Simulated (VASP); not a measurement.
Input of a VASP 6.6.1 run:

File INCAR:

```
PREC = Accurate ; ENCUT = 600
EDIFF = 1E-6 ; ISMEAR = 0
SIGMA = 0.02 ; LREAL = F
LASPH = T ; NELM = 80
ALGO = Normal ; ISIF = 4
LWAVE = F ; LCHARG = F
GGA = PS ; IVDW = 12
IBRION = 2 ; NSW = 50
EDIFFG = -0.01
```

Contents of KPOINTS:

```
regular mesh
0
Gamma
  12 12 4
```

File POSCAR:

```
WSe2
1.0
    3.2628600386      0.0000000000      0.0000000000
   -1.6314300193      2.8257196825      0.0000000000
    0.0000000000      0.0000000000     12.5399998169
W Se
2 4
Direct
    0.6666666667      0.3333333333      0.2499139777
    0.3333333333      0.6666666667      0.7500860223
    0.3333333333      0.6666666667      0.3852905577
    0.6666666667      0.3333333333      0.8854529574
    0.3333333333      0.6666666667      0.1145470426
    0.6666666667      0.3333333333      0.6147094423
```

Potentials or basis: VASP PAW PBE potentials, release 64 (W_sv, Se).

Command:

```bash
$ cat potpaw_PBE.64/W_sv/POTCAR potpaw_PBE.64/Se/POTCAR > POTCAR
$ mpirun -np 1 vasp_std > vasp.out
```

Estimate the band gap on the k mesh.

0.80 eV (least direct gap 1.62 eV).

What does it give for the dispersion energy per atom?

-0.462 eV.

Final structure:
```
W Se
1.0
     3.25103    0.00000    0.00000
    -1.62552    2.81548    0.00000
     0.00000    0.00000   12.63142
W Se
2 4
Direct
  0.66667 0.33333 0.24993
  0.33333 0.66667 0.75007
  0.33333 0.66667 0.38300
  0.66667 0.33333 0.88313
  0.33333 0.66667 0.11687
  0.66667 0.33333 0.61700
```

Caveat: spin-orbit coupling is left out, which moves the levels of the heavy elements. A k mesh can miss the band edges.
